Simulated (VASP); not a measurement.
# TiO (P-6m2) in VASP: a series of runs

TiO is run at these levels: r2SCAN; tasks: single point.

All numbers are computed with VASP 6.6.1; they aren't measurements. Logs are shortened: lines on timing, memory, paths and dates and some standing lists are left out, and cuts for length are marked.

## Step 1: The cell of the first run

The structure is hexagonal, space group P-6m2 (No. 187). The conventional cell has a = 2.677 Å, b = 2.677 Å, c = 2.720 Å, α = 90.00°, β = 90.00°, γ = 120.00°. Within 2.8 Å of Ti (site symmetry -6m2) lie 6 O at 2.06 Å and 8 Ti at 2.68 to 2.72 Å. Within 2.8 Å of O (site symmetry -6m2) lie 6 Ti at 2.06 Å and 8 O at 2.68 to 2.72 Å.

## Step 2: Single point, r2SCAN (8.44 Å³/atom)

Input file POSCAR:

```
TiO
1.0
    2.6774425168      0.0000000000      0.0000000000
   -1.3387212584      2.3187332368      0.0000000000
    0.0000000000      0.0000000000      2.7195481342
Ti O
1 1
Direct
    0.6666666667      0.3333333333      0.0000000000
    0.0000000000      0.0000000000      0.5000000000
```

Input file INCAR.step1:

```
ALGO = Normal ; EDIFF = 1E-4
ENCUT = 520 ; GGA = PE
ISMEAR = 0 ; LASPH = T
LCHARG = F ; LREAL = F
LWAVE = T ; NBANDS = 16
NELM = 100 ; PREC = Accurate
SIGMA = 0.1
```

Input file INCAR.step2:

```
ALGO = Normal ; EDIFF = 1E-7
ENCUT = 520 ; ISIF = 2
ISMEAR = 0 ; ISTART = 1
LASPH = T ; LCHARG = F
LMIXTAU = T ; LREAL = F
LWAVE = F ; METAGGA = R2SCAN
NBANDS = 16 ; NELM = 100
PREC = Accurate ; SIGMA = 0.1
```

Input file KPOINTS:

```
k-points
0
Gamma
  18 18 14
```

Potentials or basis: VASP PAW PBE potentials, release 64 (Ti_sv, O).

The run is started by

```bash
> cat potpaw_PBE.64/Ti_sv/POTCAR potpaw_PBE.64/O/POTCAR > POTCAR
> cp INCAR.step1 INCAR
> mpirun -np 1 vasp_std > vasp.out
> cp INCAR.step2 INCAR
> mpirun -np 1 vasp_std > vasp.out
```

OUTCAR:

```text
EDIFF = 1E-7
   ENCUT = 520
   ISIF = 2
   ISMEAR = 0
   ISTART = 1
   LASPH = T
   LREAL = F
   METAGGA = R2SCAN
   NELM = 100
   PREC = Accurate

 ion  position               nearest neighbor table
   1  0.667  0.333  0.000-   2 2.06   2 2.06   2 2.06   2 2.06   2 2.06   2 2.06
   2  0.000  0.000  0.500-   1 2.06   1 2.06   1 2.06   1 2.06   1 2.06   1 2.06

  LATTYP: Found a hexagonal cell.
 ALAT       =     2.6774425168
 C/A-ratio  =     1.0157260584

  Lattice vectors:

 A1 = (   2.6774425168,   0.0000000000,   0.0000000000)
 A2 = (  -1.3387212584,   2.3187332368,   0.0000000000)
 A3 = (   0.0000000000,   0.0000000000,   2.7195481342)

Analysis of symmetry for initial positions (statically):
=====================================================================
 Subroutine PRICEL returns:
 Original cell was already a primitive cell.

 Routine SETGRP: Setting up the symmetry group for a
 hexagonal supercell.

 Subroutine GETGRP returns: Found 12 space group operations
 (whereof 12 operations were pure point group operations)
 out of a pool of 24 trial point group operations.

The static configuration has the point symmetry D_3h.

Analysis of symmetry for dynamics (positions and initial velocities):
=====================================================================
 Subroutine PRICEL returns:
 Original cell was already a primitive cell.

 Routine SETGRP: Setting up the symmetry group for a
 hexagonal supercell.

 Subroutine GETGRP returns: Found 12 space group operations
 (whereof 12 operations were pure point group operations)
 out of a pool of 24 trial point group operations.

The dynamic configuration has the point symmetry D_3h.

 Subroutine INISYM returns: Found 12 space group operations
 (whereof 12 operations are pure point group operations),
 and found     1 'primitive' translations

----------------------------------------------------------------------------------------

                                     Primitive cell

  volume of cell :      16.8837

  direct lattice vectors                    reciprocal lattice vectors
     2.677442517  0.000000000  0.000000000     0.373490745  0.215634982  0.000000000
    -1.338721258  2.318733237  0.000000000     0.000000000  0.431269964  0.000000000
     0.000000000  0.000000000  2.719548134     0.000000000  0.000000000  0.367708145

[... 81 lines left out ...]
   ENCUT  =  520.0 eV  38.22 Ry    6.18 a.u.   4.98  4.98  5.06*2*pi/ulx,y,z
   NELM   =    100;   NELMIN=  2; NELMDL=  0     # of ELM steps
   EDIFF  = 0.1E-06   stopping-criterion for ELM
   LREAL  =      F    real-space projection
   EDIFFG = 0.1E-05   stopping-criterion for IOM
   NSW    =      0    number of steps for IOM
   IBRION =     -1    ionic relax: 0-MD 1-quasi-New 2-CG
   NFREE  =      0    steps in history (QN), initial steepest desc. (CG)
   ISIF   =      2    stress and relaxation
   ISYM   =      2    0-nonsym 1-usesym 2-fastsym
   POTIM  = 0.5000    time-step for ionic-motion
   TEBEG  =    0.0;   TEEND  =   0.0 temperature during run
   PSTRESS=    0.0 pullay stress
   NELECT =      18.0000    total number of electrons
   NUPDOWN=      -1.0000    fix difference up-down
   EMIN   =  10.00;   EMAX   =-10.00  energy-range for DOS
   EFERMI =   0.00;   METHOD = LEGACY
   ISMEAR =     0;   SIGMA  =   0.10  broadening in eV -4-tet -1-fermi 0-gaus
   EFERMI_NEDOS =   21; number of points for ismear=-14 and -15
   IALGO  =     38    algorithm
   IMIX   =      4    mixing-type and parameters
     AMIX     =   0.40;   BMIX     =  1.00
     AMIX_MAG =   1.60;   BMIX_MAG =  1.00
  volume/ion in A,a.u.               =       8.44        56.97
  Fermi-wavevector in a.u.,A,eV,Ry     =   1.672411  3.160399 38.054947  2.796960
  Thomas-Fermi vector in A             =   2.757563
   LORBIT       =      0    0 simple, 1 ext, 2 COOP (PROOUT), +10 PAW based schemes
   METAGGA = R2SCAN    functional components
   LHFCALC =     F    Hartree Fock is set to
   AEXX    =    0.0000 exact exchange contribution
   IVDW    =     0    specifies the selected vdW correction
   LEPSILON=     F    determine dielectric tensor
   LRPA    =     F    only Hartree local field effects (RPA)
 non-spin polarized calculation
 Gauss-broadening in eV      SIGMA  =   0.10
  energy-cutoff  :      520.00
  volume of cell :       16.88
 maximum number of plane-waves:       474
 NGX is ok and might be reduce to    20
   NGX =  9   NGY =  9   NGZ = 11

 number of electron      18.0000007 magnetization

 Free energy of the ion-electron system (eV)
  ---------------------------------------------------
  ext. energy  EPLUGINS =         0.00000000
  ---------------------------------------------------
  free energy    TOTEN  =       -24.06699173 eV

  energy without entropy =      -24.06680885  energy(sigma->0) =      -24.06690029

 E-fermi :  13.4544     XC(G=0): -14.5437

 val. band max:       13.4490185113   @ k =   0.0000   0.0000   0.5000
 cond. band min:      13.4834958580   @ k =   0.0000   0.0000   0.4286
 fundamental gap:      0.0344773467
 Fermi energy:        13.4543657957

 k-point     1 :       0.0000    0.0000    0.0000
  band No.  band energies     occupation
      1     -46.6301      2.00000
      2     -21.6787      2.00000
      3     -21.1997      2.00000
      4     -21.1997      2.00000
      5     -10.7837      2.00000
      6       6.8669      2.00000
[... 433 lines left out ...]
      3     -21.5845      2.00000
      4     -21.4697      2.00000
      5      -9.0618      2.00000
      6       3.3793      2.00000
[... 8 lines left out ...]
     15      28.1935      0.00000
     16      30.3392      0.00000

 [... further k-points ...]

------------------------ aborting loop because EDIFF is reached ----------------------------------------

  FORCE on cell =-STRESS in cart. coord.  units (eV):
  Direction    XX          YY          ZZ          XY          YZ          ZX
  --------------------------------------------------------------------------------------
  -------------------------------------------------------------------------------------
  Total        4.7541238      4.7541238      4.8449020      0.0000000     -0.0000000      0.0000000
  in kB      451.1421186    451.1421186    459.7565119      0.0000000     -0.0000000      0.0000000
  external PRESSURE =     454.0135831 kB  Pullay stress =       0.0000000 kB

 VOLUME and BASIS-vectors are now :
 -----------------------------------------------------------------------------
  energy-cutoff  :      520.00
  volume of cell :       16.88
      direct lattice vectors                 reciprocal lattice vectors
     2.677442517  0.000000000  0.000000000     0.373490745  0.215634982  0.000000000
    -1.338721258  2.318733237  0.000000000     0.000000000  0.431269964  0.000000000
     0.000000000  0.000000000  2.719548134     0.000000000  0.000000000  0.367708145

 POSITION                                       TOTAL-FORCE (eV/Angst)
 -----------------------------------------------------------------------------------
      1.33872      0.77291      0.00000         0.000000      0.000000      0.000000
      0.00000      0.00000      1.35977        -0.000000      0.000000      0.000000
 -----------------------------------------------------------------------------------
    total drift:                               -0.000001      0.000000      0.000000

  FREE ENERGIE OF THE ION-ELECTRON SYSTEM (eV)
  ---------------------------------------------------
  free  energy   TOTEN  =       -24.0669917327 eV

  energy  without entropy=      -24.0668088519  energy(sigma->0) =      -24.06690029
```

Run time: 4.3 min. Hardware: 1 thread of Intel Xeon Platinum 8375C at 2.90GHz (Ice Lake), shared host; peak memory 0.2 GiB.

Results:

```yaml
Free_energy: -24.0670 eV
Pressure: 45.4 GPa
Band_gap_on_the_k_mesh: zero (bands 9 and 10 overlap by 0.03 eV)
```

Caveat: the cell stands under pressure; the PAW data sets were made with another functional, which shifts forces and pressure a little; semilocal functionals often make such compounds metallic where correlation or magnetic order opens a gap, which also shifts bond lengths.

## Step 3: Single point, r2SCAN (8.73 Å³/atom)

This run uses another cell than the first one, of 8.73 Å³/atom.

Input file POSCAR:

```
TiO
1.0
    2.7102617264      0.0000000000      0.0000000000
   -1.3551308632      2.3471555060      0.0000000000
    0.0000000000      0.0000000000      2.7445637122
Ti O
1 1
Direct
    0.6666666667      0.3333333333      0.0000000000
    0.0000000000      0.0000000000      0.5000000000
```

Input file INCAR.step1:

```
SYSTEM = TiO
PREC = Accurate
ENCUT = 520
ISMEAR = 0
SIGMA = 0.1
LREAL = .False.
LASPH = .True.
NELM = 60
NBANDS = 16
GGA = PE
ALGO = Normal
EDIFF = 1E-4
LWAVE = .True.
LCHARG = .False.
```

Input file INCAR.step2:

```
SYSTEM = TiO
PREC = Accurate
ENCUT = 520
EDIFF = 1E-6
ISMEAR = 0
SIGMA = 0.1
LREAL = .False.
LASPH = .True.
NELM = 60
ALGO = Normal
ISIF = 2
LWAVE = .False.
LCHARG = .False.
METAGGA = R2SCAN
LMIXTAU = .True.
NBANDS = 16
ISTART = 1
```

Input file KPOINTS:

```
Automatic mesh
0
Gamma
  18 18 14
  0 0 0
```

Potentials or basis: VASP PAW PBE potentials, release 64 (Ti_sv, O).

The run is started by

```bash
> cat potpaw_PBE.64/Ti_sv/POTCAR potpaw_PBE.64/O/POTCAR > POTCAR
> cp INCAR.step1 INCAR
> mpirun -np 1 vasp_std > vasp.out
> cp INCAR.step2 INCAR
> mpirun -np 1 vasp_std > vasp.out
```

Wall time 3.3 min (1 thread of Intel Xeon Platinum 8375C at 2.90GHz (Ice Lake), shared host); peak memory 0.2 GiB.

Results (log left out):

- Free energy: -24.2059 eV
- Pressure: 31.8 GPa
- Band gap on the k mesh: zero (bands 9 and 10 overlap by 0.03 eV)

Stress tensor (GPa, compression positive):
```
31.50  0.00  0.00
 0.00 31.50  0.00
 0.00  0.00 32.31
```

Levels at points of the mesh, in eV from the Fermi level:
| k point | band 7 | band 8 | band 9 | band 10 | band 11 | band 12 |
| --- | --- | --- | --- | --- | --- | --- |
| (0.00, 0.00, 0.00) | -6.45 | -6.20 | -3.49 | 1.94 | 1.94 | 2.66 |
| (0.50, 0.00, 0.00) | -7.54 | -6.12 | -2.95 | 2.06 | 2.42 | 3.40 |
| (0.00, 0.00, 0.50) | -6.06 | -6.06 | 0.00 | 0.00 | 0.70 | 2.43 |
| (0.50, 0.00, 0.50) | -8.91 | -7.57 | -0.95 | 2.44 | 3.42 | 3.48 |

Caveat: the cell stands under pressure; the PAW data sets were made with another functional, which shifts forces and pressure a little; semilocal functionals often make such compounds metallic where correlation or magnetic order opens a gap, which also shifts bond lengths.

(Part 1 of 2 ends here.)

The gap in the log of VASP goes by the Fermi energy; the results here count the filled bands.